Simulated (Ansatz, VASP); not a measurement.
**One calculation of NaCl, two programs**

The input POSCAR:

```
NaCl
1.0
    0.0000000000      3.0872727782      3.0872727782
    3.0872727782      0.0000000000      3.0872727782
    3.0872727782      3.0872727782      0.0000000000
Na Cl
1 1
Direct
    0.0000000000      0.0000000000      0.0000000000
    0.2500000000      0.2500000000      0.2500000000
```

INCAR.step1

```
SYSTEM = NaCl
ALGO = Normal ; EDIFF = 1E-5
ENCUT = 520 ; GGA = PE
ISIF = 2 ; ISMEAR = 0
LASPH = .True. ; LREAL = .False.
LWAVE = .True. ; NBANDS = 14
NELM = 80 ; PREC = Accurate
SIGMA = 0.01
```

INCAR.step2

```
SYSTEM = NaCl
AEXX = 0.2 ; ALGO = Normal
EDIFF = 1E-6 ; ENCUT = 520
GGA = PE ; ISIF = 2
ISMEAR = 0 ; ISTART = 1
LASPH = .True. ; LCHARG = .True.
LELF = .True. ; LHFCALC = .True.
LREAL = .False. ; LVHAR = .True.
LWAVE = .False. ; NBANDS = 14
NELM = 80 ; PREC = Accurate
PRECFOCK = Normal ; SIGMA = 0.01
```

Contents of KPOINTS:

```
k-points
0
Gamma
  4 4 4
  0 0 0
```

Input for Ansatz:

```yaml
crystal:
  lattice:
    - [0.0, 3.0872727782, 3.0872727782]
    - [3.0872727782, 0.0, 3.0872727782]
    - [3.0872727782, 3.0872727782, 0.0]
  atoms:
    - { symbol: Na, position: [0.0, 0.0, 0.0] }
    - { symbol: Cl, position: [0.25, 0.25, 0.25] }
kpoints:
  mp_grid: { grid: [4, 4, 4] }
hamiltonian:
  xc: { exchange: pbe, correlation: pbe, exx: { coeff: 0.2 } }
scf:
  occupations: { method: fixed }
  n_extra_bands: 4
output:
  forces: true
  stress: true
  eigenvalues: true
```

Alike in both runs: task single point; functional PBE-based global hybrid with a share of 0.2 of exact exchange; k mesh 4 × 4 × 4; no spin polarisation.

|  | VASP | Ansatz |
| --- | --- | --- |
| version | VASP 6.6.1 | Ansatz 0.2.0 |
| potentials or method | VASP PAW PBE potentials, release 64 (Na_pv, Cl) | plane waves |
| plane-wave cutoff (eV) | 520 | 420 |
| occupations | gaussian, width 0.01 eV | fixed |
| valence electrons in the cell | 14 | 16 |

```tsv
	VASP	Ansatz	Ansatz less VASP
gap on the k mesh at the Fermi level (eV)	6.58	6.58	-0.004
pressure (GPa)	0.4	0.4	0.00
```

VASP's potentials were made for PBE, not for PBE-based global hybrid. VASP's potentials hold 14 valence electrons a cell and Ansatz's 16, so a difference there can come from the potentials and not from the codes. Ansatz's warnings: stress exchange threshold loose, stress scf threshold loose.

The k mesh is coarse, so the values compare programs but aren't converged.
